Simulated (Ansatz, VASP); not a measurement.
**SiB6 in VASP and in Ansatz**

Contents of INCAR:

```
PREC = Accurate ; ENCUT = 600
EDIFF = 1E-6 ; ISMEAR = 0
SIGMA = 0.01 ; LREAL = False
LASPH = True ; NELM = 100
ALGO = Normal ; ISIF = 3
LWAVE = False ; LCHARG = False
GGA = PE ; IBRION = 2
NSW = 100 ; EDIFFG = -0.01
```

KPOINTS

```
regular mesh
0
Gamma
  10 10 10
```

The input POSCAR:

```
SiB6
1.0
    4.1333631769      0.0000000000      0.0000000000
    0.0000000000      4.1333631769      0.0000000000
    0.0000000000      0.0000000000      4.1333631769
Si B
1 6
Direct
    0.0000000000      0.0000000000      0.0000000000
    0.7997617006      0.5000000000      0.5000000000
    0.2002382994      0.5000000000      0.5000000000
    0.5000000000      0.7997617006      0.5000000000
    0.5000000000      0.2002382994      0.5000000000
    0.5000000000      0.5000000000      0.7997617006
    0.5000000000      0.5000000000      0.2002382994
```

Input for Ansatz:

```yaml
crystal:
  lattice:
    - [4.1333631769, 0.0, 0.0]
    - [0.0, 4.1333631769, 0.0]
    - [0.0, 0.0, 4.1333631769]
  atoms:
    - { symbol: Si, position: [0.0, 0.0, 0.0] }
    - { symbol: B, position: [0.7997617006, 0.5, 0.5] }
    - { symbol: B, position: [0.2002382994, 0.5, 0.5] }
    - { symbol: B, position: [0.5, 0.7997617006, 0.5] }
    - { symbol: B, position: [0.5, 0.2002382994, 0.5] }
    - { symbol: B, position: [0.5, 0.5, 0.7997617006] }
    - { symbol: B, position: [0.5, 0.5, 0.2002382994] }
basis:
  ecutwfc: 420
kpoints:
  mp_grid: { grid: [10, 10, 10] }
hamiltonian:
  xc: pbe
scf:
  occupations: { method: gaussian, width: 0.01 }
output:
  forces: true
  stress: true
  eigenvalues: true
relax:
  adjacent_minimum: "off"
  f_tol: 0.01
  max_steps: 80
  cell: { stress_tol: 0.05 }
```

Alike in both runs: task relaxation of cell and atoms; functional PBE; k mesh 10 × 10 × 10; occupations gaussian, width 0.01 eV; no spin polarisation.

|  | VASP | Ansatz |
| --- | --- | --- |
| version | VASP 6.6.1 | Ansatz 0.2.0 |
| potentials or method | VASP PAW PBE potentials, release 64 (Si, B), cutoff 600 eV | scalar-relativistic, plane waves, PAW |
| valence electrons in the cell | 22 | 22 |

|  | VASP | Ansatz | Ansatz less VASP |
| --- | --- | --- | --- |
| gap on the k mesh at the Fermi level, each at its own relaxed structure (eV) | 0.06 | 0.06 | +0.002 |
| relaxed volume (Å³/atom) | 10.09 | 10.08 | -0.002 |
| relaxed length of the cell vector where the two differ most in proportion (Å) | 4.133 | 4.133 | -0.0002 |
